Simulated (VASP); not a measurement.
# As3P (P6_3/mmc) in VASP: a series of runs, part 2 of 2

VASP 6.6.1. The steps go on from the part before.

## (3) Single point, PBE

This run uses another cell than the first one, of 20.19 Å³/atom.

INCAR

```
SYSTEM = As3P
ALGO     = Normal         ! electronic algorithm
EDIFF    = 1E-6           ! SCF threshold, eV
ENCUT    = 520            ! plane-wave cutoff, eV
GGA      = PE             ! functional
ISIF     = 2              ! what is computed and relaxed
ISMEAR   = 0              ! smearing method
LASPH    = .True.         ! aspherical terms in the spheres
LCHARG   = .False.        ! write CHGCAR
LREAL    = .False.        ! projectors in reciprocal space
LWAVE    = .False.        ! write WAVECAR
NBANDS   = 30             ! bands
NELM     = 100            ! most SCF steps
PREC     = Accurate       ! precision mode
SIGMA    = 0.1            ! smearing width, eV
```

KPOINTS

```
k-points
0
Gamma
  3 3 4
  0 0 0
```

POSCAR

```
As3P
1.0
    6.1481714011      0.0000000000      0.0000000000
   -3.0740857006      5.3244726202      0.0000000000
    0.0000000000      0.0000000000      4.9348561650
P As
2 6
Direct
    0.3333333333      0.6666666667      0.2500000000
    0.6666666667      0.3333333333      0.7500000000
    0.8330000000      0.6660000000      0.2500000000
    0.1670000000      0.8330000000      0.7500000000
    0.3340000000      0.1670000000      0.2500000000
    0.1670000000      0.3340000000      0.7500000000
    0.8330000000      0.1670000000      0.2500000000
    0.6660000000      0.8330000000      0.7500000000
```

Potentials or basis: VASP PAW PBE potentials, release 64 (P, As).

On the command line:

```console
> cat potpaw_PBE.64/P/POTCAR potpaw_PBE.64/As/POTCAR > POTCAR
> mpirun -np 1 vasp_std > vasp.out
```

OUTCAR:

```text
SYSTEM = As3P
   EDIFF = 1E-6
   ENCUT = 520
   GGA = PE
   ISIF = 2
   ISMEAR = 0
   LASPH = .True.
   LREAL = .False.
   NELM = 100
   PREC = Accurate

 ion  position               nearest neighbor table
   1  0.333  0.667  0.250-
   2  0.667  0.333  0.750-
   3  0.833  0.666  0.250-
   4  0.167  0.833  0.750-
   5  0.334  0.167  0.250-
   6  0.167  0.334  0.750-
   7  0.833  0.167  0.250-
   8  0.666  0.833  0.750-

  LATTYP: Found a hexagonal cell.
 ALAT       =     6.1481714011
 C/A-ratio  =     0.8026542923

  Lattice vectors:

 A1 = (   6.1481714011,   0.0000000000,   0.0000000000)
 A2 = (  -3.0740857006,   5.3244726202,   0.0000000000)
 A3 = (   0.0000000000,   0.0000000000,   4.9348561650)

Analysis of symmetry for initial positions (statically):
=====================================================================
 Subroutine PRICEL returns:
 Original cell was already a primitive cell.

[... 171 lines left out ...]
 cond. band min:       5.9030534724   @ k =   0.3333   0.0000   0.0000
 fundamental gap:      0.0500061629
 Fermi energy:         5.8634882211

 k-point     1 :       0.0000    0.0000    0.0000
  band No.  band energies     occupation
      1      -8.5143      2.00000
      2      -4.9204      2.00000
      3      -4.9204      2.00000
      4      -4.6898      2.00000
      5      -4.0579      2.00000
      6      -3.4367      2.00000
[... 286 lines left out ...]
     29       7.6273      0.00000
     30       7.6273      0.00000

------------------------ aborting loop because EDIFF is reached ----------------------------------------

  FORCE on cell =-STRESS in cart. coord.  units (eV):
  Direction    XX          YY          ZZ          XY          YZ          ZX
  --------------------------------------------------------------------------------------
  -------------------------------------------------------------------------------------
  Total      -10.0119807    -10.0119807     -1.4543900      0.0000000      0.0000000      0.0000000
  in kB      -99.2964047    -99.2964047    -14.4242882      0.0000000      0.0000000      0.0000000
  external PRESSURE =     -71.0056992 kB  Pullay stress =       0.0000000 kB

 VOLUME and BASIS-vectors are now :
 -----------------------------------------------------------------------------
  energy-cutoff  :      520.00
  volume of cell :      161.55
      direct lattice vectors                 reciprocal lattice vectors
     6.148171401  0.000000000  0.000000000     0.162649987  0.093906014  0.000000000
    -3.074085701  5.324472620  0.000000000     0.000000000  0.187812028  0.000000000
     0.000000000  0.000000000  4.934856165     0.000000000  0.000000000  0.202640151

 POSITION                                       TOTAL-FORCE (eV/Angst)
 -----------------------------------------------------------------------------------
     -0.00000      3.54965      1.23371         0.000000      0.000000      0.000000
      3.07409      1.77482      3.70114         0.000000      0.000000      0.000000
      3.07409      3.54610      1.23371         0.000000     -0.071720      0.000000
     -1.53397      4.43529      3.70114         0.062111     -0.035860      0.000000
      1.54012      0.88919      1.23371         0.062111      0.035860     -0.000000
     -0.00000      1.77837      3.70114        -0.000000      0.071720     -0.000000
      4.60805      0.88919      1.23371        -0.062111      0.035860     -0.000000
      1.53397      4.43529      3.70114        -0.062111     -0.035860      0.000000
 -----------------------------------------------------------------------------------
    total drift:                               -0.000000      0.000000     -0.000000

  FREE ENERGIE OF THE ION-ELECTRON SYSTEM (eV)
  ---------------------------------------------------
  free  energy   TOTEN  =       -33.9520321466 eV

  energy  without entropy=      -33.9395182034  energy(sigma->0) =      -33.94577518
```

OSZICAR:

```text
N       E                     dE             d eps       ncg     rms          rms(c)
DAV:   1     0.146823463941E+03    0.14682E+03   -0.16232E+04   540   0.113E+03
DAV:   2    -0.218146555747E+02   -0.16864E+03   -0.16236E+03   702   0.171E+02
DAV:   3    -0.338243914082E+02   -0.12010E+02   -0.11803E+02   622   0.446E+01
DAV:   4    -0.340496887550E+02   -0.22530E+00   -0.22384E+00   742   0.627E+00
DAV:   5    -0.340522382099E+02   -0.25495E-02   -0.25484E-02   656   0.641E-01    0.541E+00
DAV:   6    -0.339663957378E+02    0.85842E-01   -0.17005E-01   714   0.176E+00    0.322E+00
DAV:   7    -0.339525643392E+02    0.13831E-01   -0.74479E-02   612   0.112E+00    0.118E+00
DAV:   8    -0.339519579156E+02    0.60642E-03   -0.14253E-02   612   0.500E-01    0.167E-01
DAV:   9    -0.339519655017E+02   -0.75861E-05   -0.73290E-04   640   0.117E-01    0.106E-01
DAV:  10    -0.339520362721E+02   -0.70770E-04   -0.19588E-04   616   0.689E-02    0.281E-02
DAV:  11    -0.339520331283E+02    0.31438E-05   -0.13720E-05   628   0.153E-02    0.812E-03
DAV:  12    -0.339520321466E+02    0.98171E-06   -0.92304E-07   394   0.469E-03
   1 F= -.33952032E+02 E0= -.33945775E+02  d E =-.125139E-01
```

It took 21 s on 1 thread of Intel Xeon 6975P-C (Granite Rapids), shared host; peak memory 0.29 GiB.

Results:

* Free energy: -33.9520 eV
* Pressure: -7.1 GPa
* Largest force: 0.072 eV/Å
* Band gap on the k mesh: zero (bands 20 and 21 overlap by 2.53 eV)

Forces in eV/Å, atoms in the order of the input:
```
P    0.000  0.000  0.000
P    0.000  0.000  0.000
As   0.000 -0.072  0.000
As   0.062 -0.036  0.000
As   0.062  0.036  0.000
As   0.000  0.072  0.000
As  -0.062  0.036  0.000
As  -0.062 -0.036  0.000
```

Stress tensor (GPa, compression positive):
```
-9.93  0.00  0.00
 0.00 -9.93  0.00
 0.00  0.00 -1.44
```

Caveat: the k points lie up to 0.39 Å⁻¹ apart, too coarse for converged energies and pressures of a metal.

## (4) Relaxation of cell and atoms, PBE

This run uses another cell than the first one, of 20.19 Å³/atom.

INCAR

```
ALGO     = Normal         # electronic algorithm
EDIFF    = 1E-7           # SCF threshold, eV
EDIFFG   = -0.04          # ionic threshold
ENCUT    = 600            # plane-wave cutoff, eV
GGA      = PE             # functional
IBRION   = 2              # ionic algorithm
ISIF     = 3              # what is computed and relaxed
ISMEAR   = 0              # smearing method
LASPH    = T              # aspherical terms in the spheres
LCHARG   = F              # write CHGCAR
LREAL    = F              # projectors in reciprocal space
LWAVE    = F              # write WAVECAR
NELM     = 100            # most SCF steps
NSW      = 90             # ionic steps
PREC     = Accurate       # precision mode
SIGMA    = 0.1            # smearing width, eV
```

KPOINTS

```
k-points
0
Gamma
  3 3 4
```

POSCAR is that of step 3.

On the command line:

```console
> cat potpaw_PBE.64/P/POTCAR potpaw_PBE.64/As/POTCAR > POTCAR
> mpirun -np 1 vasp_std > vasp.out
```

Run time: 2.4 min. Hardware: 1 thread of Intel Xeon 6975P-C (Granite Rapids), shared host; peak memory 0.33 GiB.

It converged, with:

* Free energy: -34.5724 eV
* Relaxed volume: 18.14 Å³/atom
* Relaxed cell: a = 5.827 Å, b = 5.827 Å, c = 4.934 Å, α = 90.00°, β = 90.00°, γ = 120.00°
* Space group after relaxing (to 0.1 Å): P6_3/mmc (No. 194)
* Energy gained by relaxing: 77.5 meV/atom
* Ionic steps: 8
* Pressure after relaxing: -0.1 GPa
* Largest force after relaxing: 0.034 eV/Å
* Band gap on the k mesh: zero (bands 20 and 21 overlap by 2.69 eV)

Forces on the atoms (eV/Å):
```
P    0.000  0.000  0.000
P    0.000  0.000  0.000
As   0.000 -0.034  0.000
As   0.029 -0.017  0.000
As   0.029  0.017  0.000
As   0.000  0.034  0.000
As  -0.029  0.017  0.000
As  -0.029 -0.017  0.000
```

Stress tensor (GPa, compression positive):
```
-0.04  0.00  0.00
 0.00 -0.04  0.00
 0.00  0.00 -0.13
```

The path:
```tsv
step	energy change (eV)	largest force (eV/Å)	pressure (GPa)	volume (Å³)
1	0.0000	0.0717	-7.09	161.55
2	-0.5856	0.1155	2.30	141.39
3	-0.6034	0.1167	0.65	143.89
4	-0.6033	0.1168	0.43	144.23
5	-0.6124	0.0838	-0.13	145.20
6	-0.6129	0.0897	-0.04	145.03
7	-0.6153	0.0752	-0.06	145.05
8	-0.6199	0.0339	-0.07	145.10
```

Final structure:
```xyz
8
Lattice="5.8271 0.0000 0.0000 -2.9136 5.0464 0.0000 0.0000 0.0000 4.9342" Properties=species:S:1:pos:R:3 pbc="T T T"
P     0.0000    3.3643    1.2336
P     2.9136    1.6821    3.7007
As    2.9136    3.3350    1.2336
As   -1.4314    4.1907    3.7007
As    1.4821    0.8557    1.2336
As    0.0000    1.7114    3.7007
As    4.3450    0.8557    1.2336
As    1.4314    4.1907    3.7007
```

Levels at points of the mesh, in eV from the Fermi level:
| k point | band 17 | band 18 | band 19 | band 20 | band 21 | band 22 | band 23 | band 24 |
| --- | --- | --- | --- | --- | --- | --- | --- | --- |
| (0.00, 0.00, 0.00) | -2.42 | -2.42 | -0.21 | -0.21 | -0.17 | 0.80 | 0.80 | 1.14 |
| (0.00, 0.00, 0.50) | 1.59 | 1.59 | 1.94 | 1.94 | 1.94 | 1.94 | 2.08 | 2.08 |

Caveat: the k points lie up to 0.42 Å⁻¹ apart in the final cell, too coarse for converged energies and pressures of a metal.

## (5) Summary

| task | cell | cutoff (eV) | gap on the mesh (eV) | pressure (GPa) | largest force (eV/Å) |
| --- | --- | --- | --- | --- | --- |
| single point | a = 5.832, b = 5.832, c = 4.932 Å, angles 90.0, 90.0, 120.0°, 8 atoms, atomic positions A | 520 | none | 0.0 | 0.01 |
| single point | a = 6.148, b = 6.148, c = 4.935 Å, angles 90.0, 90.0, 120.0°, 8 atoms, atomic positions B | 520 | none | -7.1 | 0.07 |
| relaxation of cell and atoms | relaxed from a = 6.148, b = 6.148, c = 4.935 Å, angles 90.0, 90.0, 120.0°, 8 atoms, atomic positions B | 600 | none | -0.1 | 0.03 |

Alike in all rows: level PBE; potentials or basis VASP PAW PBE potentials, release 64 (P, As); no spin polarisation; k mesh 3 × 3 × 4; smearing gaussian 0.1 eV.

Caveats: all runs use coarse meshes.

Total energies depend on the potentials used, so only differences within one code and one set of settings carry meaning.

The gap in the log of VASP goes by the Fermi energy; the results here count the filled bands.